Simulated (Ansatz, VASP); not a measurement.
## HfSBr: VASP beside Ansatz

POSCAR

```
HfSBr
1.0
    3.8694600000      0.0000000000      0.0000000000
    0.0000000000      3.8694600000      0.0000000000
    0.0000000000      0.0000000000      8.5106680000
Br Hf S
2 2 2
Direct
    0.0000000000      0.0000000000      0.0000000000
    0.5000000000      0.5000000000      0.0000000000
    0.0000000000      0.5000000000      0.2750000000
    0.5000000000      0.0000000000      0.7250000000
    0.0000000000      0.5000000000      0.6170000000
    0.5000000000      0.0000000000      0.3830000000
```

INCAR.step1

```
PREC = Accurate
ENCUT = 520
ISMEAR = -1
SIGMA = 0.1
LREAL = F
LASPH = T
NELM = 80
NBANDS = 32
GGA = PE
ALGO = Normal
EDIFF = 1E-4
LWAVE = T
LCHARG = F
```

File INCAR.step2:

```
PREC = Accurate
ENCUT = 520
EDIFF = 1E-6
ISMEAR = -1
SIGMA = 0.1
LREAL = F
LASPH = T
NELM = 80
ALGO = Normal
ISIF = 2
LWAVE = F
LCHARG = T
METAGGA = R2SCAN
LMIXTAU = T
LELF = T
LVHAR = T
NBANDS = 32
ISTART = 1
```

File KPOINTS:

```
Automatic mesh
0
Gamma
  5 5 2
```

Input for Ansatz:

```yaml
crystal:
  lattice:
    - [3.86946, 0.0, 0.0]
    - [0.0, 3.86946, 0.0]
    - [0.0, 0.0, 8.510668]
  atoms:
    - { symbol: Br, position: [0.0, 0.0, 0.0] }
    - { symbol: Br, position: [0.5, 0.5, 0.0] }
    - { symbol: Hf, position: [0.0, 0.5, 0.275] }
    - { symbol: Hf, position: [0.5, 0.0, 0.725] }
    - { symbol: S, position: [0.0, 0.5, 0.617] }
    - { symbol: S, position: [0.5, 0.0, 0.383] }
  symmetry: { tolerance: 0.0003 }
kpoints:
  mp_grid: { grid: [5, 5, 2], shift: [0, 0, 0] }
magnetization:
  spin_polarized: false
scf:
  occupations: { method: fermi_dirac }
hamiltonian:
  pseudopotentials: { kind: paw }
  xc: r2scan
basis:
  ecutwfc: 500
  ecutrho_ratio: 6
output:
  forces: true
  stress: true
  eigenvalues: true
```

Alike in both runs: task single point; functional r2SCAN; k mesh 5 × 5 × 2; no spin polarisation.

|  | VASP | Ansatz |
| --- | --- | --- |
| version | VASP 6.6.1 | Ansatz 0.2.0 |
| potentials or method | VASP PAW PBE potentials, release 64 (Br, Hf_pv, S), cutoff 520 eV | PAW plane waves |
| occupations | fermi-dirac, width 0.1 eV | fermi-dirac |
| valence electrons in the cell | 46 | 78 |

VASP gave:

```
gap on the k mesh at the Fermi level (eV)                     : none
pressure (GPa)                                                : -2.7
traceless stress, the component that is largest in VASP (GPa) : -16.29
rms of the force components (eV/Å)                            : 0.360
```

Estimate Ansatz's values.

gap on the k mesh at the Fermi level (eV): none; pressure (GPa): -2.1; traceless stress, the component that is largest in VASP (GPa): -16.26; rms of the force components (eV/Å): 0.359.

VASP's potentials were made for PBE, not for r2SCAN. Atom by atom the forces differ by 0.003 eV/Å (rms over components). A gap of «none» marks a metal or a gap that the smearing closes. VASP's potentials hold 46 valence electrons a cell and Ansatz's 78, so a difference there can come from the potentials and not from the codes.

The k mesh is coarse, so the values compare programs but aren't converged. Neither program's run includes spin-orbit coupling.
